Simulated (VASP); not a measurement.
Input of a VASP 6.6.1 run:

INCAR

```
SYSTEM = HfZrSe4
PREC     = Accurate       ! precision mode
ENCUT    = 600            ! plane-wave cutoff, eV
EDIFF    = 1E-6           ! SCF threshold, eV
ISMEAR   = 0              ! smearing method
SIGMA    = 0.1            ! smearing width, eV
LREAL    = .False.        ! projectors in reciprocal space
LASPH    = .True.         ! aspherical terms in the spheres
NELM     = 100            ! most SCF steps
ALGO     = Normal         ! electronic algorithm
ISIF     = 3              ! what is computed and relaxed
LWAVE    = .False.        ! write WAVECAR
LCHARG   = .False.        ! write CHGCAR
GGA      = PE             ! functional
IBRION   = 2              ! ionic algorithm
NSW      = 90             ! ionic steps
EDIFFG   = -0.04          ! ionic threshold
```

The input KPOINTS:

```
regular mesh
0
Gamma
  4 4 4
  0 0 0
```

Contents of POSCAR:

```
HfZrSe4
1.0
    0.0000000000      4.1340013800      4.1340013800
    4.1340013800      0.0000000000      4.1340013800
    4.1340013800      4.1340013800      0.0000000000
Zr Hf Se
1 1 4
Direct
    0.0000000000      0.0000000000      0.0000000000
    0.2500000000      0.2500000000      0.2500000000
    0.1240070500      0.6253309800      0.6253309800
    0.6253309800      0.1240070500      0.6253309800
    0.6253309800      0.6253309800      0.1240070500
    0.6253309800      0.6253309800      0.6253309800
```

Potentials or basis: VASP PAW PBE potentials, release 64 (Zr_sv, Hf_pv, Se).

Command:

```console
$ cat potpaw_PBE.64/Zr_sv/POTCAR potpaw_PBE.64/Hf_pv/POTCAR potpaw_PBE.64/Se/POTCAR > POTCAR
$ mpirun -np 1 vasp_std > vasp.out
```

Q: Estimate the band gap on the k mesh.

A: Zero (band 23 reaches 7.86 eV, above the bottom of band 24 at 6.94 eV).

Q: Estimate the space group after relaxing (to 0.05 Å).

A: F-43m (No. 216).

Q: Predict the relaxed volume.

A: 20.97 Å³/atom.

Q: Estimate the relaxed cell.

A: a = 5.625 Å, b = 5.625 Å, c = 5.625 Å, α = 60.00°, β = 60.00°, γ = 60.00°.

Step by step:
```tsv
step	energy change (eV)	largest force (eV/Å)	pressure (GPa)	volume (Å³)
1	0.0000	0.1373	-7.07	141.30
2	-0.3317	0.0141	3.32	121.10
3	-0.3793	0.0351	0.01	125.85
```

Caveat: spin-orbit coupling is left out, which moves the levels of the heavy elements.
